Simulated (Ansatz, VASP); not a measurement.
Si2Mo in VASP and in Ansatz

```xyz
9
Lattice="4.5855 0.0000 0.0000 -2.2927 3.9711 0.0000 0.0000 0.0000 6.5798" Properties=species:S:1:pos:R:3 pbc="T T T"
Mo    1.1464    1.9856    5.4831
Mo   -1.1464    1.9856    1.0966
Mo    2.2927    0.0000    3.2899
Si    0.0000    1.3015    3.2899
Si    1.1656    3.3204    1.0966
Si    3.4583    0.6508    5.4831
Si    2.2927    2.6696    3.2899
Si    1.1272    0.6508    1.0966
Si   -1.1656    3.3204    5.4831
```

Alike in both runs: task relaxation of cell and atoms; functional PBEsol; k mesh 5 × 5 × 3; occupations fermi-dirac, width 0.05 eV; no spin polarisation; Hubbard terms Mo d U = 6.0 eV.

|  | VASP | Ansatz |
| --- | --- | --- |
| version | VASP 6.6.1 | Ansatz 0.2.0 |
| potentials or method | VASP PAW PBE potentials, release 64 (Mo_sv, Si) | Ansatz PAW |
| plane-wave cutoff (eV) | 600 | 420 |
| valence electrons in the cell | 66 | 66 |

|  | VASP | Ansatz | Ansatz less VASP |
| --- | --- | --- | --- |
| gap on the k mesh at the Fermi level, each at its own relaxed structure (eV) | 1.07 | 1.32 | +0.253 |
| relaxed volume (Å³/atom) | 13.48 | 13.14 | -0.346 |
| relaxed cell length with the largest relative difference (Å) | 4.613 | 4.567 | -0.0461 |

VASP's potentials were made for PBE, not for PBEsol. The programs project onto different local orbitals, so the same U acts differently, and such runs can settle in different states.

Noted on Ansatz's run: odd divisions of the mesh miss points on the zone boundary, where band edges often lie, so the gap on the mesh can be too wide; the plane-wave basis is chosen anew once the cell has moved, so the energies of steps on either side of that aren't comparable.
